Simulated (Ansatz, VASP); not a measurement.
## Nb in VASP and in Ansatz

```xyz
3
Lattice="4.6746 0.0000 0.0000 -2.3373 4.0484 0.0000 0.0000 0.0000 2.5640" Properties=species:S:1:pos:R:3 pbc="T T T"
Nb    4.6746    0.0000    2.5640
Nb    0.0000    2.6989    1.2820
Nb    2.3373    1.3495    1.2820
```

Alike in both runs: task single point; functional r2SCAN; k mesh 9 × 9 × 13; occupations fermi-dirac, width 0.1 eV; no spin polarisation.

```csv
,VASP,Ansatz
version,VASP 6.6.1,Ansatz 0.2.0
potentials or method,"VASP PAW PBE potentials, release 64 (Nb_sv), cutoff 520 eV","plane waves (500 eV) with PAW, scalar-relativistic"
valence electrons in the cell,39,39
```

|  | VASP | Ansatz | Ansatz less VASP |
| --- | --- | --- | --- |
| pressure (GPa) | 27.1 | 27.3 | +0.15 |
| traceless stress, the component that is largest in VASP (GPa) | 1.26 | 1.18 | -0.085 |

VASP's potentials were made for PBE, not for r2SCAN. The functional is the same, so the differences come from potentials, cutoffs and numerics.
